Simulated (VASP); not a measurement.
# CsIr4Cl: single point with PBE

CsIr4Cl:

```
Cs Cl Ir
1.0
     0.00000    4.24100    4.24100
     4.24100    0.00000    4.24100
     4.24100    4.24100    0.00000
Cs Cl Ir
1 1 4
Cartesian
  4.2410 4.2410 4.2410
  0.0000 0.0000 0.0000
  1.0772 1.0772 1.0772
  1.0772 3.1638 3.1638
  3.1638 3.1638 1.0772
  3.1638 1.0772 3.1638
```

```yaml
Program: VASP 6.6.1
Task: single point
Functional: PBE
Potentials_or_basis: VASP PAW PBE potentials, release 64 (Cs_sv, Cl, Ir_sv_GW)
Cutoff: 560 eV
k_mesh: 7 × 7 × 7
Occupations: fermi-dirac, width 0.1 eV
Spin: no spin polarisation
Dipole_correction: no
Further_INCAR_settings: ALGO = Normal; EDIFF = 1e-06; NBANDS = 51
```

```
Pressure               : 19.9 GPa
Largest force          : 11.241 eV/Å
Band gap on the k mesh : zero (bands 42 and 43 overlap by 0.87 eV)
```

Forces on the atoms (eV/Å):
```
Cs   0.000  0.000  0.000
Cl   0.000  0.000  0.000
Ir   6.490  6.490  6.490
Ir   6.490 -6.490 -6.490
Ir  -6.490 -6.490  6.490
Ir  -6.490  6.490 -6.490
```

Levels at points of the mesh, in eV from the Fermi level:
```tsv
k point	band 39	band 40	band 41	band 42	band 43	band 44	band 45	band 46
(0.00, 0.00, 0.00)	-0.39	0.62	0.62	0.62	0.85	0.85	0.85	2.43
```

Wall time 5.2 min on 1 thread of Intel(R) Xeon(R) Platinum 8259CL CPU @ 2.50GHz (Skylake/Cascade Lake) (shared host), peak memory 0.41 GiB.

Caveat: the cell stands under pressure; spin-orbit coupling is left out, which moves the levels of the heavy elements; forces of over 1 eV/Å act on the atoms, so gaps and moduli don't describe the material at rest.
